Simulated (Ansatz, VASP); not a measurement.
**GaO4: VASP beside Ansatz**

```xyz
5
Lattice="-1.9804 1.9804 3.4720 1.9804 -1.9804 3.4720 1.9804 1.9804 -3.4720" Properties=species:S:1:pos:R:3 pbc="T T T"
Ga    0.0000    0.0000    0.0000
O     0.0000    0.0000    4.9680
O     0.0000    1.9804    0.0000
O     1.9804    0.0000    0.0000
O     0.0000    0.0000    1.9761
```

Alike in both runs: task single point; functional PBE; k mesh 14 × 14 × 14; occupations gaussian, width 0.1 eV; collinear spin.

```csv
,VASP,Ansatz
version,VASP 6.6.1,Ansatz 0.2.0
potentials or method,"VASP PAW PBE potentials, release 64 (Ga_d, O), cutoff 520 eV","scalar-relativistic, plane waves, PAW"
valence electrons in the cell,37,37
```

|  | VASP | Ansatz | Ansatz less VASP |
| --- | --- | --- | --- |
| gap on the k mesh at the Fermi level (eV) | none | none | - |
| pressure (GPa) | 0.3 | 0.0 | -0.30 |
| traceless stress, the component that is largest in VASP (GPa) | 0.09 | -0.02 | -0.117 |
| rms of the force components (eV/Å) | 0.019 | 0.001 | -0.0178 |
| net moment per atom (μB) | 1.00 | 1.00 | 0.000 |
| size of the moment on the site where the two differ most (μB) | 1.19 | 1.26 | +0.070 |

Site moments also hang on the region over which each program counts them. Atom by atom the forces differ by 0.019 eV/Å (rms over components). A gap of «none» marks a metal or a gap that the smearing closes. The functional is the same, so the differences come from potentials, cutoffs and numerics. Ansatz's warnings: stability check not made.
